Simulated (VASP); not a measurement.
# Al2O3 (R-3c) in VASP: relaxation of the atoms with PBE

Aim: the relaxation of the atoms of Al2O3 with PBE.

Program: VASP 6.6.1. These are calculated values, not measurements. Logs are shortened: lines on timing, memory, paths and dates and some standing lists are left out, and cuts for length are marked.

**1. The cell of the first run**

Symmetry: R-3c, No. 167, trigonal system. Conventional cell: a = 4.808 Å, b = 4.808 Å, c = 13.123 Å, α = 90.00°, β = 90.00°, γ = 120.00°. Al (site symmetry 3) has 6 O at 1.87 to 1.99 Å within 2.5 Å. Within 2.9 Å of O (site symmetry 2) lie 4 Al at 1.87 to 1.99 Å and 12 O at 2.55 to 2.90 Å.

**2. Relaxation of the atoms, PBE**

Input file INCAR:

```
SYSTEM = Al2O3
PREC = Accurate
ENCUT = 520
EDIFF = 1E-6
ISMEAR = -1
SIGMA = 0.01
LREAL = Auto
LASPH = .TRUE.
NELM = 100
ALGO = Normal
ISIF = 2
LWAVE = .FALSE.
LCHARG = .FALSE.
GGA = PE
IBRION = 2
NSW = 100
EDIFFG = -0.01
NCORE = 4
```

Input file KPOINTS:

```
regular mesh
0
G
  1 1 1
  0 0 0
```

Input file POSCAR:

```
Al2O3
1.0
    4.8078835245      2.7758328471      8.7484141875
   -4.8078835245      2.7758328471      8.7484141875
    0.0000000000     -5.5516656942      8.7484141875
Al O
32 48
Direct
    0.3239438534      0.3239438534      0.3239438534
    0.4260561466      0.4260561466      0.4260561466
    0.0739438534      0.0739438534      0.0739438534
    0.1760561466      0.1760561466      0.1760561466
    0.3239438534      0.3239438534      0.8239438534
    0.4260561466      0.4260561466      0.9260561466
    0.0739438534      0.0739438534      0.5739438534
    0.1760561466      0.1760561466      0.6760561466
    0.3239438534      0.8239438534      0.3239438534
    0.4260561466      0.9260561466      0.4260561466
    0.0739438534      0.5739438534      0.0739438534
    0.1760561466      0.6760561466      0.1760561466
    0.3239438534      0.8239438534      0.8239438534
    0.4260561466      0.9260561466      0.9260561466
    0.0739438534      0.5739438534      0.5739438534
    0.1760561466      0.6760561466      0.6760561466
    0.8239438534      0.3239438534      0.3239438534
    0.9260561466      0.4260561466      0.4260561466
    0.5739438534      0.0739438534      0.0739438534
    0.6760561466      0.1760561466      0.1760561466
    0.8239438534      0.3239438534      0.8239438534
    0.9260561466      0.4260561466      0.9260561466
    0.5739438534      0.0739438534      0.5739438534
    0.6760561466      0.1760561466      0.6760561466
    0.8239438534      0.8239438534      0.3239438534
    0.9260561466      0.9260561466      0.4260561466
    0.5739438534      0.5739438534      0.0739438534
    0.6760561466      0.6760561466      0.1760561466
    0.8239438534      0.8239438534      0.8239438534
    0.9260561466      0.9260561466      0.9260561466
    0.5739438534      0.5739438534      0.5739438534
    0.6760561466      0.6760561466      0.6760561466
    0.2219254307      0.0280745693      0.3750000000
    0.4719254307      0.1250000000      0.2780745693
    0.0280745693      0.3750000000      0.2219254307
    0.3750000000      0.2219254307      0.0280745693
    0.1250000000      0.2780745693      0.4719254307
    0.2780745693      0.4719254307      0.1250000000
    0.2219254307      0.0280745693      0.8750000000
    0.4719254307      0.1250000000      0.7780745693
    0.0280745693      0.3750000000      0.7219254307
    0.3750000000      0.2219254307      0.5280745693
    0.1250000000      0.2780745693      0.9719254307
    0.2780745693      0.4719254307      0.6250000000
    0.2219254307      0.5280745693      0.3750000000
    0.4719254307      0.6250000000      0.2780745693
    0.0280745693      0.8750000000      0.2219254307
    0.3750000000      0.7219254307      0.0280745693
    0.1250000000      0.7780745693      0.4719254307
    0.2780745693      0.9719254307      0.1250000000
    0.2219254307      0.5280745693      0.8750000000
    0.4719254307      0.6250000000      0.7780745693
    0.0280745693      0.8750000000      0.7219254307
    0.3750000000      0.7219254307      0.5280745693
    0.1250000000      0.7780745693      0.9719254307
    0.2780745693      0.9719254307      0.6250000000
    0.7219254307      0.0280745693      0.3750000000
    0.9719254307      0.1250000000      0.2780745693
    0.5280745693      0.3750000000      0.2219254307
    0.8750000000      0.2219254307      0.0280745693
    0.6250000000      0.2780745693      0.4719254307
    0.7780745693      0.4719254307      0.1250000000
    0.7219254307      0.0280745693      0.8750000000
    0.9719254307      0.1250000000      0.7780745693
    0.5280745693      0.3750000000      0.7219254307
    0.8750000000      0.2219254307      0.5280745693
    0.6250000000      0.2780745693      0.9719254307
    0.7780745693      0.4719254307      0.6250000000
    0.7219254307      0.5280745693      0.3750000000
    0.9719254307      0.6250000000      0.2780745693
    0.5280745693      0.8750000000      0.2219254307
    0.8750000000      0.7219254307      0.0280745693
    0.6250000000      0.7780745693      0.4719254307
    0.7780745693      0.9719254307      0.1250000000
    0.7219254307      0.5280745693      0.8750000000
    0.9719254307      0.6250000000      0.7780745693
    0.5280745693      0.8750000000      0.7219254307
    0.8750000000      0.7219254307      0.5280745693
    0.6250000000      0.7780745693      0.9719254307
    0.7780745693      0.9719254307      0.6250000000
```

Potentials or basis: VASP PAW PBE potentials, release 64 (Al, O).

The run is started by

```console
cat potpaw_PBE.64/Al/POTCAR potpaw_PBE.64/O/POTCAR > POTCAR
mpirun -np 4 vasp_gam > vasp.out
```

OUTCAR:

```text
SYSTEM = Al2O3
   PREC = Accurate
   ENCUT = 520
   EDIFF = 1E-6
   ISMEAR = -1
   LREAL = Auto
   LASPH = .TRUE.
   NELM = 100
   ISIF = 2
   GGA = PE
   IBRION = 2
   NSW = 100
   EDIFFG = -0.01

 ion  position               nearest neighbor table
   1  0.324  0.324  0.324-  37 1.87  38 1.87  34 1.87  42 1.99  59 1.99  45 1.99   2 2.68   8 2.82
                            12 2.82  20 2.82   6 3.25  18 3.25  10 3.25
   2  0.426  0.426  0.426-  46 1.87  44 1.87  61 1.87  59 1.99  42 1.99  45 1.99   1 2.68  27 2.82
                            23 2.82  15 2.82   5 3.25   9 3.25  17 3.25
   3  0.074  0.074  0.074-  47 1.87  39 1.87  60 1.87  58 1.99  43 1.99  50 1.99   4 2.68  26 2.82
                            22 2.82  14 2.82   8 3.25  12 3.25  20 3.25
   4  0.176  0.176  0.176-  36 1.87  33 1.87  35 1.87  43 1.99  58 1.99  50 1.99   3 2.68   5 2.82
                             9 2.82  17 2.82   7 3.25  11 3.25  19 3.25
   5  0.324  0.324  0.824-  43 1.87  44 1.87  40 1.87  36 1.99  65 1.99  51 1.99   6 2.68   4 2.82
                            16 2.82  24 2.82   2 3.25  22 3.25  14 3.25
   6  0.426  0.426  0.926-  52 1.87  38 1.87  67 1.87  65 1.99  36 1.99  51 1.99   5 2.68  31 2.82
                            19 2.82  11 2.82   1 3.25  21 3.25  13 3.25
   7  0.074  0.074  0.574-  53 1.87  33 1.87  66 1.87  64 1.99  37 1.99  56 1.99   8 2.68  30 2.82
                            18 2.82  10 2.82   4 3.25  24 3.25  16 3.25
   8  0.176  0.176  0.676-  42 1.87  39 1.87  41 1.87  37 1.99  64 1.99  56 1.99   7 2.68   1 2.82
                            13 2.82  21 2.82   3 3.25  15 3.25  23 3.25
   9  0.324  0.824  0.324-  49 1.87  50 1.87  46 1.87  54 1.99  71 1.99  33 1.99  10 2.68  16 2.82
[... 102 lines left out ...]
 A1 = (   4.8078835245,   2.7758328471,   8.7484141875)
 A2 = (  -4.8078835245,   2.7758328471,   8.7484141875)
 A3 = (   0.0000000000,  -5.5516656942,   8.7484141875)

Analysis of symmetry for initial positions (statically):
=====================================================================
 Subroutine PRICEL returns following result:

  LATTYP: Found a trigonal (rhomboedric) cell.
 ALAT       =     5.1806308201
 COS(alpha) =     0.5693617614

  Lattice vectors:

 A1 = (   2.4039417623,   1.3879164235,   4.3742070937)
 A2 = (  -2.4039417623,   1.3879164235,   4.3742070937)
 A3 = (   0.0000000000,  -2.7758328471,   4.3742070937)

   8 primitive cells build up your supercell.

 Routine SETGRP: Setting up the symmetry group for a
 trigonal (rhombohedral) supercell.

 Subroutine GETGRP returns: Found 12 space group operations
 (whereof  6 operations were pure point group operations)
 out of a pool of 12 trial point group operations.

The static configuration has the point symmetry S_6 .
 The point group associated with its full space group is D_3d.

Analysis of symmetry for dynamics (positions and initial velocities):
=====================================================================
 Subroutine PRICEL returns following result:

  LATTYP: Found a trigonal (rhomboedric) cell.
 ALAT       =     5.1806308201
 COS(alpha) =     0.5693617614

  Lattice vectors:

 A1 = (   2.4039417623,   1.3879164235,   4.3742070937)
 A2 = (  -2.4039417623,   1.3879164235,   4.3742070937)
 A3 = (   0.0000000000,  -2.7758328471,   4.3742070937)

   8 primitive cells build up your supercell.

[... 142 lines left out ...]

 Free energy of the ion-electron system (eV)
  ---------------------------------------------------
  ext. energy  EPLUGINS =         0.00000000
  ---------------------------------------------------
  free energy    TOTEN  =      -598.05981694 eV

  energy without entropy =     -598.05981694  energy(sigma->0) =     -598.05981694

------------------------ aborting loop because EDIFF is reached ----------------------------------------

  FORCE on cell =-STRESS in cart. coord.  units (eV):
  Direction    XX          YY          ZZ          XY          YZ          ZX
  --------------------------------------------------------------------------------------
  -------------------------------------------------------------------------------------
  Total       -0.2130116     -0.2130116     -2.0223274      0.0000000      0.0000000      0.0000000
  in kB       -0.4871762     -0.4871762     -4.6252395      0.0000000      0.0000000      0.0000000
  external PRESSURE =      -1.8665306 kB  Pullay stress =       0.0000000 kB

 VOLUME and BASIS-vectors are now :
 -----------------------------------------------------------------------------
  energy-cutoff  :      520.00
  volume of cell :      700.53
      direct lattice vectors                 reciprocal lattice vectors
     4.807883525  2.775832847  8.748414187     0.103995864  0.060042040  0.038102144
    -4.807883525  2.775832847  8.748414187    -0.103995864  0.060042040  0.038102144
     0.000000000 -5.551665694  8.748414187     0.000000000 -0.120084080  0.038102144

 POSITION                                       TOTAL-FORCE (eV/Angst)
 -----------------------------------------------------------------------------------
      0.00000      0.00000      8.50199         0.000000     -0.000000     -0.017242
      0.00000      0.00000     11.18195         0.000000     -0.000000      0.017242
      0.00000      0.00000      1.94067         0.000000     -0.000000     -0.017242
      0.00000      0.00000      4.62064         0.000000      0.000000      0.017242
      0.00000     -2.77583     12.87619         0.000000      0.000000     -0.017242
      0.00000     -2.77583     15.55615         0.000000     -0.000000      0.017242
[... 72 lines left out ...]
     -0.73596     -1.50110     20.77748        -0.017296      0.029958      0.000000
     -0.93201      1.38792     20.77748         0.034592      0.000000     -0.000000
 -----------------------------------------------------------------------------------
    total drift:                                0.000000     -0.000000     -0.000000

  FREE ENERGIE OF THE ION-ELECTRON SYSTEM (eV)
  ---------------------------------------------------
  free  energy   TOTEN  =      -598.0598169429 eV

  energy  without entropy=     -598.0598169429  energy(sigma->0) =     -598.05981694

--------------------------------------- Ionic step        2  -------------------------------------------

 number of electron     384.0000066 magnetization

 Free energy of the ion-electron system (eV)
  ---------------------------------------------------
  ext. energy  EPLUGINS =         0.00000000
  ---------------------------------------------------
  free energy    TOTEN  =      -598.06126650 eV

  energy without entropy =     -598.06126650  energy(sigma->0) =     -598.06126650

 E-fermi :   6.0563     XC(G=0): -11.5384

 val. band max:        5.8180216996   @ k =   0.0000   0.0000   0.0000
 cond. band min:      11.6612330523   @ k =   0.0000   0.0000   0.0000
 fundamental gap:      5.8432113527
 Fermi energy:         6.0562883110

 k-point     1 :       0.0000    0.0000    0.0000
  band No.  band energies     occupation
      1     -13.2037      2.00000
      2     -12.2472      2.00000
      3     -12.2472      2.00000
      4     -12.1022      2.00000
      5     -12.1022      2.00000
      6     -12.1022      2.00000
[... 196 lines left out ...]
    203      15.1551      0.00000
    204      15.1551      0.00000
 [bands above 204 left out]

------------------------ aborting loop because EDIFF is reached ----------------------------------------

  FORCE on cell =-STRESS in cart. coord.  units (eV):
  Direction    XX          YY          ZZ          XY          YZ          ZX
  --------------------------------------------------------------------------------------
  -------------------------------------------------------------------------------------
  Total       -0.3086035     -0.3086035     -2.1039700     -0.0000000      0.0000000      0.0000000
  in kB       -0.7058032     -0.7058032     -4.8119631     -0.0000000      0.0000000      0.0000000
  external PRESSURE =      -2.0745232 kB  Pullay stress =       0.0000000 kB

 VOLUME and BASIS-vectors are now :
 -----------------------------------------------------------------------------
  energy-cutoff  :      520.00
  volume of cell :      700.53
      direct lattice vectors                 reciprocal lattice vectors
     4.807883525  2.775832847  8.748414187     0.103995864  0.060042040  0.038102144
    -4.807883525  2.775832847  8.748414187    -0.103995864  0.060042040  0.038102144
     0.000000000 -5.551665694  8.748414187     0.000000000 -0.120084080  0.038102144

 POSITION                                       TOTAL-FORCE (eV/Angst)
 -----------------------------------------------------------------------------------
      0.00000      0.00000      8.50115         0.000000     -0.000000      0.000510
      0.00000      0.00000     11.18278         0.000000     -0.000000     -0.000510
      0.00000      0.00000      1.93984         0.000000     -0.000000      0.000510
      0.00000      0.00000      4.62147         0.000000     -0.000000     -0.000510
      0.00000     -2.77583     12.87536         0.000000     -0.000000      0.000510
      0.00000     -2.77583     15.55699         0.000000     -0.000000     -0.000510
[... 72 lines left out ...]
     -0.73680     -1.49966     20.77748         0.002119     -0.003670      0.000000
     -0.93034      1.38792     20.77748        -0.004238     -0.000000      0.000000
 -----------------------------------------------------------------------------------
    total drift:                                0.000000      0.000000     -0.000000

  FREE ENERGIE OF THE ION-ELECTRON SYSTEM (eV)
  ---------------------------------------------------
  free  energy   TOTEN  =      -598.0612664976 eV

  energy  without entropy=     -598.0612664976  energy(sigma->0) =     -598.06126650

 reached required accuracy - stopping structural energy minimisation
```

It took 2.8 min on 4 MPI ranks of Intel Xeon Platinum 8259CL at 2.50GHz (Skylake/Cascade Lake), shared host; peak memory 0.38 GiB.

Results:

```
Free energy                  : -598.0613 eV
Energy gained by relaxing    : 0.0 meV/atom
Ionic steps                  : 2
Pressure after relaxing      : -0.2 GPa
Largest force after relaxing : 0.004 eV/Å
Band gap on the k mesh       : 5.84 eV
```

Forces in eV/Å, atoms in the order of the input:
```
Al   0.000  0.000  0.001
Al   0.000  0.000 -0.001
Al   0.000  0.000  0.001
Al   0.000  0.000 -0.001
Al   0.000  0.000  0.001
Al   0.000  0.000 -0.001
Al   0.000  0.000  0.001
Al   0.000  0.000 -0.001
Al   0.000  0.000  0.001
Al   0.000  0.000 -0.001
Al   0.000  0.000  0.001
Al   0.000  0.000 -0.001
Al   0.000  0.000  0.001
Al   0.000  0.000 -0.001
Al   0.000  0.000  0.001
Al   0.000  0.000 -0.001
Al   0.000  0.000  0.001
Al   0.000  0.000 -0.001
Al   0.000  0.000  0.001
Al   0.000  0.000 -0.001
Al   0.000  0.000  0.001
Al   0.000  0.000 -0.001
Al   0.000  0.000  0.001
Al   0.000  0.000 -0.001
Al   0.000  0.000  0.001
Al   0.000  0.000 -0.001
Al   0.000  0.000  0.001
Al   0.000  0.000 -0.001
Al   0.000  0.000  0.001
Al   0.000  0.000 -0.001
Al   0.000  0.000  0.001
Al   0.000  0.000 -0.001
O    0.004  0.000  0.000
O    0.002  0.004  0.000
O   -0.002 -0.004  0.000
O   -0.002  0.004  0.000
O    0.002 -0.004  0.000
O   -0.004  0.000  0.000
O    0.004  0.000  0.000
O    0.002  0.004  0.000
O   -0.002 -0.004  0.000
O   -0.002  0.004  0.000
O    0.002 -0.004  0.000
O   -0.004  0.000  0.000
O    0.004  0.000  0.000
O    0.002  0.004  0.000
O   -0.002 -0.004  0.000
O   -0.002  0.004  0.000
O    0.002 -0.004  0.000
O   -0.004  0.000  0.000
O    0.004  0.000  0.000
O    0.002  0.004  0.000
O   -0.002 -0.004  0.000
O   -0.002  0.004  0.000
O    0.002 -0.004  0.000
O   -0.004  0.000  0.000
O    0.004  0.000  0.000
O    0.002  0.004  0.000
O   -0.002 -0.004  0.000
O   -0.002  0.004  0.000
O    0.002 -0.004  0.000
O   -0.004  0.000  0.000
O    0.004  0.000  0.000
O    0.002  0.004  0.000
O   -0.002 -0.004  0.000
O   -0.002  0.004  0.000
O    0.002 -0.004  0.000
O   -0.004  0.000  0.000
O    0.004  0.000  0.000
O    0.002  0.004  0.000
O   -0.002 -0.004  0.000
O   -0.002  0.004  0.000
O    0.002 -0.004  0.000
O   -0.004  0.000  0.000
O    0.004  0.000  0.000
O    0.002  0.004  0.000
O   -0.002 -0.004  0.000
O   -0.002  0.004  0.000
O    0.002 -0.004  0.000
O   -0.004  0.000  0.000
```

Stress tensor (GPa, compression positive):
```
-0.07  0.00  0.00
 0.00 -0.07  0.00
 0.00  0.00 -0.48
```

The path:
```
step  energy change (eV)  largest force (eV/Å)  pressure (GPa)
   1              0.0000                0.0346           -0.19
   2             -0.0014                0.0042           -0.21
```

Final structure:
```
CELL_PARAMETERS angstrom
4.80788 2.77583 8.74841
-4.80788 2.77583 8.74841
0.00000 -5.55167 8.74841
ATOMIC_POSITIONS crystal
Al 0.32391 0.32391 0.32391
Al 0.42609 0.42609 0.42609
Al 0.07391 0.07391 0.07391
Al 0.17609 0.17609 0.17609
Al 0.32391 0.32391 0.82391
Al 0.42609 0.42609 0.92609
Al 0.07391 0.07391 0.57391
Al 0.17609 0.17609 0.67609
Al 0.32391 0.82391 0.32391
Al 0.42609 0.92609 0.42609
Al 0.07391 0.57391 0.07391
Al 0.17609 0.67609 0.17609
Al 0.32391 0.82391 0.82391
Al 0.42609 0.92609 0.92609
Al 0.07391 0.57391 0.57391
Al 0.17609 0.67609 0.67609
Al 0.82391 0.32391 0.32391
Al 0.92609 0.42609 0.42609
Al 0.57391 0.07391 0.07391
Al 0.67609 0.17609 0.17609
Al 0.82391 0.32391 0.82391
Al 0.92609 0.42609 0.92609
Al 0.57391 0.07391 0.57391
Al 0.67609 0.17609 0.67609
Al 0.82391 0.82391 0.32391
Al 0.92609 0.92609 0.42609
Al 0.57391 0.57391 0.07391
Al 0.67609 0.67609 0.17609
Al 0.82391 0.82391 0.82391
Al 0.92609 0.92609 0.92609
Al 0.57391 0.57391 0.57391
Al 0.67609 0.67609 0.67609
O 0.22175 0.02825 0.37500
O 0.47175 0.12500 0.27825
O 0.02825 0.37500 0.22175
O 0.37500 0.22175 0.02825
O 0.12500 0.27825 0.47175
O 0.27825 0.47175 0.12500
O 0.22175 0.02825 0.87500
O 0.47175 0.12500 0.77825
O 0.02825 0.37500 0.72175
O 0.37500 0.22175 0.52825
O 0.12500 0.27825 0.97175
O 0.27825 0.47175 0.62500
O 0.22175 0.52825 0.37500
O 0.47175 0.62500 0.27825
O 0.02825 0.87500 0.22175
O 0.37500 0.72175 0.02825
O 0.12500 0.77825 0.47175
O 0.27825 0.97175 0.12500
O 0.22175 0.52825 0.87500
O 0.47175 0.62500 0.77825
O 0.02825 0.87500 0.72175
O 0.37500 0.72175 0.52825
O 0.12500 0.77825 0.97175
O 0.27825 0.97175 0.62500
O 0.72175 0.02825 0.37500
O 0.97175 0.12500 0.27825
O 0.52825 0.37500 0.22175
O 0.87500 0.22175 0.02825
O 0.62500 0.27825 0.47175
O 0.77825 0.47175 0.12500
O 0.72175 0.02825 0.87500
O 0.97175 0.12500 0.77825
O 0.52825 0.37500 0.72175
O 0.87500 0.22175 0.52825
O 0.62500 0.27825 0.97175
O 0.77825 0.47175 0.62500
O 0.72175 0.52825 0.37500
O 0.97175 0.62500 0.27825
O 0.52825 0.87500 0.22175
O 0.87500 0.72175 0.02825
O 0.62500 0.77825 0.47175
O 0.77825 0.97175 0.12500
O 0.72175 0.52825 0.87500
O 0.97175 0.62500 0.77825
O 0.52825 0.87500 0.72175
O 0.87500 0.72175 0.52825
O 0.62500 0.77825 0.97175
O 0.77825 0.97175 0.62500
```

Levels at points of the mesh, in eV from the valence-band top:
| k point | band 189 | band 190 | band 191 | band 192 | band 193 | band 194 | band 195 | band 196 |
| --- | --- | --- | --- | --- | --- | --- | --- | --- |
| (0.00, 0.00, 0.00) | -0.24 | -0.04 | -0.04 | 0.00 | 5.84 | 8.35 | 8.35 | 8.90 |

Caveat: the k points lie up to 0.79 Å⁻¹ apart.
